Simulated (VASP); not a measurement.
## VMo3S8: single point with PBE

The system is VMo3S8.

```
CELL_PARAMETERS angstrom
3.44367 0.00000 0.00000
-1.72184 2.98231 0.00000
0.00000 0.00000 24.99530
ATOMIC_POSITIONS crystal
V 0.00000 0.00000 0.00000
Mo 0.00000 0.00000 0.25000
Mo 0.00000 0.00000 0.50000
Mo 0.00000 0.00000 0.75000
S 0.66667 0.33333 0.19016
S 0.66667 0.33333 0.44016
S 0.66667 0.33333 0.69016
S 0.66667 0.33333 0.94016
S 0.33333 0.66667 0.05984
S 0.33333 0.66667 0.30984
S 0.33333 0.66667 0.55984
S 0.33333 0.66667 0.80984
```

```yaml
Program: VASP 6.6.1
Task: single point
Functional: PBE
Potentials_or_basis: VASP PAW PBE potentials, release 64 (V_sv, Mo_sv, S)
Cutoff: 520 eV
k_mesh: 6 × 6 × 1
Occupations: gaussian, width 0.1 eV
Spin: collinear spin, ferrimagnetic start
Starting_moments: "[-2.0, 1.0, 1.0, 1.0, 0.0, 0.0, 0.0, 0.0, 0.0, 0.0, 0.0, 0.0] μB"
Dipole_correction: no
Further_INCAR_settings: ALGO = Normal; EDIFF = 1e-06; NBANDS = 68
```

- Pressure: -9.3 GPa
- Largest force: 1.389 eV/Å
- Net moment: -1.05 μB per cell
- Site moments: V -1.26; Mo +0.00, -0.00 (each value once); S +0.00, -0.00, +0.13 (each value once) μB
- Valence electrons inside the program's atomic spheres: V 11.25; Mo 12.16, 12.17 (each value once); S 3.66, 3.65 (each value once)

Forces on the atoms (eV/Å):
```
V    0.000  0.000  0.000
Mo   0.000  0.000 -0.014
Mo   0.000  0.000  0.000
Mo   0.000  0.000  0.014
S    0.000  0.000  0.492
S    0.000  0.000  0.477
S    0.000  0.000  0.479
S    0.000  0.000  1.389
S    0.000  0.000 -1.389
S    0.000  0.000 -0.479
S    0.000  0.000 -0.477
S    0.000  0.000 -0.492
```

Stress tensor (GPa, compression positive):
```
-11.32   0.00   0.00
  0.00 -11.32   0.00
  0.00   0.00  -5.20
```

Levels at points of the mesh, in eV from the Fermi level:
Spin up:
| k point | band 47 | band 48 | band 49 | band 50 | band 51 | band 52 | band 53 | band 54 | band 55 | band 56 |
| --- | --- | --- | --- | --- | --- | --- | --- | --- | --- | --- |
| (0.00, 0.00, 0.00) | -0.78 | -0.78 | -0.74 | -0.74 | -0.72 | -0.72 | -0.26 | -0.14 | -0.14 | 0.08 |
| (0.50, 0.00, 0.00) | -1.87 | -1.43 | -1.43 | -1.29 | -1.26 | 0.20 | 0.37 | 0.38 | 0.38 | 1.05 |
Spin down:
| k point | band 50 | band 51 | band 52 | band 53 | band 54 | band 55 |
| --- | --- | --- | --- | --- | --- | --- |
| (0.00, 0.00, 0.00) | -0.74 | -0.72 | -0.72 | -0.69 | -0.69 | -0.37 |
| (0.50, 0.00, 0.00) | -1.29 | -1.26 | -0.90 | 0.00 | 0.37 | 0.38 |

It took 5.8 min on 1 thread of Intel(R) Xeon(R) 6975P-C (Granite Rapids), with other jobs on the host, peak memory 0.6 GiB.

Caveat: the stress differs along the axes, from -11 to -5 GPa; this functional lacks dispersion, which binds layers or chains, so the pressure and a relaxed spacing across them are unreliable; forces of over 1 eV/Å act on the atoms, so gaps and moduli don't describe the material at rest. With open d or f shells a metallic result of PBE can be an artefact of self-interaction; +U or a hybrid may open a gap.
